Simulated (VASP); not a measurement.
# Rh (P6_3/mmc) in VASP: relaxation of cell and atoms with PBE

Aim: the relaxation of cell and atoms of Rh with PBE.

Program: VASP 6.6.1. These are calculated values, not measurements. Logs are shortened: lines on timing, memory, paths and dates and some standing lists are left out, and cuts for length are marked.

## (1) The cell of the first run

Symmetry: P6_3/mmc, No. 194, hexagonal system. Conventional cell: a = 2.724 Å, b = 2.724 Å, c = 4.391 Å, α = 90.00°, β = 90.00°, γ = 120.00°. Within 3.6 Å of Rh (site symmetry -6m2) lie 12 Rh at 2.70 to 2.72 Å.

This isn't the form of Rh at room conditions, which is fcc.

## (2) Relaxation of cell and atoms, PBE, non-collinear spin, zero start, spin-orbit coupling

File INCAR:

```
SYSTEM = Rh
PREC = Accurate
ENCUT = 500
EDIFF = 1E-7
ISMEAR = -1
SIGMA = 0.05
LREAL = .FALSE.
LASPH = .TRUE.
NELM = 200
ALGO = Normal
ISIF = 3
LWAVE = .FALSE.
LCHARG = .FALSE.
LNONCOLLINEAR = .TRUE.
MAGMOM = 0 0 0 0 0 0
LORBIT = 11
LSORBIT = .TRUE.
GGA_COMPAT = .FALSE.
LORBMOM = .TRUE.
LMAXMIX = 4
GGA = PE
IBRION = 2
NSW = 45
EDIFFG = -0.005
NELMIN = 4
KPAR = 4
```

File KPOINTS:

```
Automatic mesh
0
G
  17 17 10
  0 0 0
```

File POSCAR:

```
Rh
1.0
    2.7244383188      0.0000000000      0.0000000000
   -1.3622191594      2.3594327952      0.0000000000
    0.0000000000      0.0000000000      4.3911382459
Rh
2
Direct
    0.3333333333      0.6666666667      0.2500000000
    0.6666666667      0.3333333333      0.7500000000
```

Potentials or basis: VASP PAW PBE potentials, release 64 (Rh_pv).

The run is started by

```
cat potpaw_PBE.64/Rh_pv/POTCAR > POTCAR
mpirun -np 4 vasp_ncl > vasp.out
```

OUTCAR:

```text
SYSTEM = Rh
   PREC = Accurate
   ENCUT = 500
   EDIFF = 1E-7
   ISMEAR = -1
   LREAL = .FALSE.
   LASPH = .TRUE.
   NELM = 200
   ISIF = 3
   LNONCOLLINEAR = .TRUE.
   LORBIT = 11
   LSORBIT = .TRUE.
   GGA = PE
   IBRION = 2
   NSW = 45
   EDIFFG = -0.005
   NELMIN = 4

 ion  position               nearest neighbor table
   1  0.333  0.667  0.250-   2 2.70   2 2.70   2 2.70   2 2.70   2 2.70   2 2.70
   2  0.667  0.333  0.750-   1 2.70   1 2.70   1 2.70   1 2.70   1 2.70   1 2.70

  LATTYP: Found a hexagonal cell.
 ALAT       =     2.7244383188
 C/A-ratio  =     1.6117590975

  Lattice vectors:

 A1 = (   2.7244383188,   0.0000000000,   0.0000000000)
 A2 = (  -1.3622191594,   2.3594327952,   0.0000000000)
 A3 = (   0.0000000000,   0.0000000000,   4.3911382459)

Analysis of symmetry for initial positions (statically):
=====================================================================
 Subroutine PRICEL returns:
 Original cell was already a primitive cell.

 Routine SETGRP: Setting up the symmetry group for a
 hexagonal supercell.

 Subroutine GETGRP returns: Found 24 space group operations
 (whereof 12 operations were pure point group operations)
 out of a pool of 24 trial point group operations.

The static configuration has the point symmetry D_3d.
 The point group associated with its full space group is D_6h.

Analysis of symmetry for dynamics (positions and initial velocities):
=====================================================================
 Subroutine PRICEL returns:
 Original cell was already a primitive cell.

 Routine SETGRP: Setting up the symmetry group for a
 hexagonal supercell.

 Subroutine GETGRP returns: Found 24 space group operations
 (whereof 12 operations were pure point group operations)
 out of a pool of 24 trial point group operations.

The dynamic configuration has the point symmetry D_3d.
 The point group associated with its full space group is D_6h.

Analysis of structural, dynamic, and magnetic symmetry:
=====================================================================
 Subroutine PRICEL returns:
 Original cell was already a primitive cell.

 Routine SETGRP: Setting up the symmetry group for a
 hexagonal supercell.

 Subroutine GETGRP returns: Found 24 space group operations
 (whereof 12 operations were pure point group operations)
 out of a pool of 24 trial point group operations.

The overall configuration has the point symmetry D_3d.
 The point group associated with its full space group is D_6h.

 Subroutine INISYM returns: Found 24 space group operations
 (whereof 12 operations are pure point group operations),
 and found     1 'primitive' translations

----------------------------------------------------------------------------------------

                                     Primitive cell

  volume of cell :      28.2268

  direct lattice vectors                    reciprocal lattice vectors
     2.724438319  0.000000000  0.000000000     0.367048134  0.211915339  0.000000000
    -1.362219159  2.359432795  0.000000000     0.000000000  0.423830677  0.000000000
     0.000000000  0.000000000  4.391138246     0.000000000  0.000000000  0.227731386

  length of vectors
     2.724438319  2.724438319  4.391138246     0.423830677  0.423830677  0.227731386

  position of ions in fractional coordinates (direct lattice)
     0.333333333  0.666666667  0.250000000
     0.666666667  0.333333333  0.750000000

  ion indices of the primitive-cell ions
   primitive index   ion index
                 1           1
                 2           2

[... 118 lines left out ...]

 Free energy of the ion-electron system (eV)
  ---------------------------------------------------
  ext. energy  EPLUGINS =         0.00000000
  ---------------------------------------------------
  free energy    TOTEN  =       -14.76587291 eV

  energy without entropy =      -14.73757952  energy(sigma->0) =      -14.75172621

------------------------ aborting loop because EDIFF is reached ----------------------------------------

  FORCE on cell =-STRESS in cart. coord.  units (eV):
  Direction    XX          YY          ZZ          XY          YZ          ZX
  --------------------------------------------------------------------------------------
  -------------------------------------------------------------------------------------
  Total        0.0431472      0.0431472      0.0391800     -0.0000000      0.0000000     -0.0000000
  in kB        2.4490745      2.4490745      2.2238920     -0.0000000      0.0000000     -0.0000000
  external PRESSURE =       2.3740137 kB  Pullay stress =       0.0000000 kB
[... 67 lines left out ...]
 number of electron      30.0000018 magnetization      -0.0000000      0.0000000      0.0000000

 number of electron      30.0000018 magnetization      -0.0000000     -0.0000000     -0.0000000

 Free energy of the ion-electron system (eV)
  ---------------------------------------------------
  ext. energy  EPLUGINS =         0.00000000
  ---------------------------------------------------
  free energy    TOTEN  =       -14.76589195 eV

  energy without entropy =      -14.73755130  energy(sigma->0) =      -14.75172162

 E-fermi :  11.5161     XC(G=0): -13.8552

 val. band max:       11.5080234021   @ k =   0.3529   0.0588   0.1000
 cond. band min:      11.5192453935   @ k =   0.3529   0.2941   0.1000
 fundamental gap:      0.0112219914
 Fermi energy:        11.5160621309

 k-point     1 :       0.0000    0.0000    0.0000
  band No.  band energies     occupation
      1     -37.7511      1.00000
      2     -37.7511      1.00000
      3     -37.4829      1.00000
      4     -37.4829      1.00000
      5     -34.1570      1.00000
      6     -34.1570      1.00000
[... 973 lines left out ...]
     37      20.0702      0.00000
     38      20.0702      0.00000

 [... further k-points ...]

------------------------ aborting loop because EDIFF is reached ----------------------------------------

  FORCE on cell =-STRESS in cart. coord.  units (eV):
  Direction    XX          YY          ZZ          XY          YZ          ZX
  --------------------------------------------------------------------------------------
  -------------------------------------------------------------------------------------
  Total        0.0021262      0.0021262     -0.0017841      0.0000000      0.0000000     -0.0000000
  in kB        0.1205745      0.1205745     -0.1011723      0.0000000      0.0000000     -0.0000000
  external PRESSURE =       0.0466589 kB  Pullay stress =       0.0000000 kB
[... 17 lines left out ...]
  FREE ENERGIE OF THE ION-ELECTRON SYSTEM (eV)
  ---------------------------------------------------
  free  energy   TOTEN  =       -14.7658919480 eV

  energy  without entropy=      -14.7375513011  energy(sigma->0) =      -14.75172162

 reached required accuracy - stopping structural energy minimisation

 orbital moment (x)

 # of ion     p       d       tot
 ----------------------------------------
  1        -0.000  -0.000  -0.000
  2         0.000  -0.000  -0.000
 ----------------------------------------
           -0.000  -0.000  -0.000

 orbital moment (y)

 # of ion     p       d       tot
 ----------------------------------------
  1        -0.000   0.000   0.000
  2         0.000   0.000   0.000
 ----------------------------------------
           -0.000   0.000   0.000

 orbital moment (z)

 # of ion     p       d       tot
 ----------------------------------------
  1         0.000  -0.000  -0.000
  2         0.000   0.000   0.000
 ----------------------------------------
            0.000  -0.000  -0.000

 Spin-Orbit-Coupling matrix elements

 Ion:    1  E_soc:     -0.3114026
 l=   1
     0.0000000    -0.0413005    -0.0413474
    -0.0413005     0.0000000    -0.0413005
    -0.0413474    -0.0413005     0.0000000
 l=   2
     0.0000000    -0.0022169     0.0000000    -0.0022169    -0.0084783
    -0.0022169     0.0000000    -0.0061100    -0.0021869    -0.0022169
     0.0000000    -0.0061100     0.0000000    -0.0061100     0.0000000
    -0.0022169    -0.0021869    -0.0061100     0.0000000    -0.0022169
    -0.0084783    -0.0022169     0.0000000    -0.0022169     0.0000000
 l=   3
     0.0000000     0.0000000     0.0000000     0.0000000     0.0000000     0.0000000     0.0000000
     0.0000000     0.0000000     0.0000000     0.0000000     0.0000000     0.0000000     0.0000000
     0.0000000     0.0000000     0.0000000     0.0000000     0.0000000     0.0000000     0.0000000
     0.0000000     0.0000000     0.0000000     0.0000000     0.0000000     0.0000000     0.0000000
     0.0000000     0.0000000     0.0000000     0.0000000     0.0000000     0.0000000     0.0000000
     0.0000000     0.0000000     0.0000000     0.0000000     0.0000000     0.0000000     0.0000000
     0.0000000     0.0000000     0.0000000     0.0000000     0.0000000     0.0000000     0.0000000

 Ion:    2  E_soc:     -0.3114026
 l=   1
     0.0000000    -0.0413005    -0.0413474
    -0.0413005     0.0000000    -0.0413005
    -0.0413474    -0.0413005     0.0000000
 l=   2
     0.0000000    -0.0022169     0.0000000    -0.0022169    -0.0084783
    -0.0022169     0.0000000    -0.0061100    -0.0021869    -0.0022169
     0.0000000    -0.0061100     0.0000000    -0.0061100     0.0000000
    -0.0022169    -0.0021869    -0.0061100     0.0000000    -0.0022169
    -0.0084783    -0.0022169     0.0000000    -0.0022169     0.0000000
 l=   3
     0.0000000     0.0000000     0.0000000     0.0000000     0.0000000     0.0000000     0.0000000
     0.0000000     0.0000000     0.0000000     0.0000000     0.0000000     0.0000000     0.0000000
     0.0000000     0.0000000     0.0000000     0.0000000     0.0000000     0.0000000     0.0000000
     0.0000000     0.0000000     0.0000000     0.0000000     0.0000000     0.0000000     0.0000000
     0.0000000     0.0000000     0.0000000     0.0000000     0.0000000     0.0000000     0.0000000
     0.0000000     0.0000000     0.0000000     0.0000000     0.0000000     0.0000000     0.0000000
     0.0000000     0.0000000     0.0000000     0.0000000     0.0000000     0.0000000     0.0000000

 total charge

# of ion       s       p       d       tot
------------------------------------------
    1        0.398   6.287   7.059  13.744
    2        0.398   6.287   7.059  13.744
--------------------------------------------------
tot          0.796  12.574  14.118  27.488

 magnetization (x)

# of ion       s       p       d       tot
------------------------------------------
    1        0.000   0.000   0.000   0.000
    2        0.000   0.000  -0.000  -0.000
--------------------------------------------------
tot          0.000   0.000   0.000   0.000

 magnetization (y)

# of ion       s       p       d       tot
------------------------------------------
    1        0.000   0.000   0.000   0.000
    2        0.000   0.000   0.000   0.000
--------------------------------------------------
tot          0.000   0.000   0.000   0.000

 magnetization (z)

# of ion       s       p       d       tot
------------------------------------------
    1        0.000   0.000   0.000   0.000
    2        0.000   0.000   0.000   0.000
--------------------------------------------------
tot          0.000   0.000   0.000   0.000
```

It took 1.8 min on 4 MPI ranks of AMD EPYC 9R45 (Zen 5), shared host; peak memory 0.36 GiB.

What came out:

```
Free energy                                           : -14.7659 eV
Relaxed volume                                        : 14.13 Å³/atom
Relaxed cell                                          : a = 2.725 Å, b = 2.725 Å, c = 4.392 Å, α = 90.00°, β = 90.00°, γ = 120.00°
Space group after relaxing (to 0.1 Å)                 : P6_3/mmc (No. 194)
Energy gained by relaxing                             : 0.0 meV/atom
Ionic steps                                           : 3
Pressure after relaxing                               : 0.0 GPa
Net moment                                            : 0.00 μB per cell
Valence electrons inside the program's atomic spheres : Rh 13.74
```

Final structure:
```xyz
2
Lattice="2.7253 0.0000 0.0000 -1.3627 2.3602 0.0000 0.0000 0.0000 4.3924" Properties=species:S:1:pos:R:3 pbc="T T T"
Rh    0.0000    1.5735    1.0981
Rh    1.3627    0.7867    3.2943
```

Moments on the atoms (μB; x, y, z):
```
Rh  0.00 0.00 0.00
Rh  0.00 0.00 0.00
```
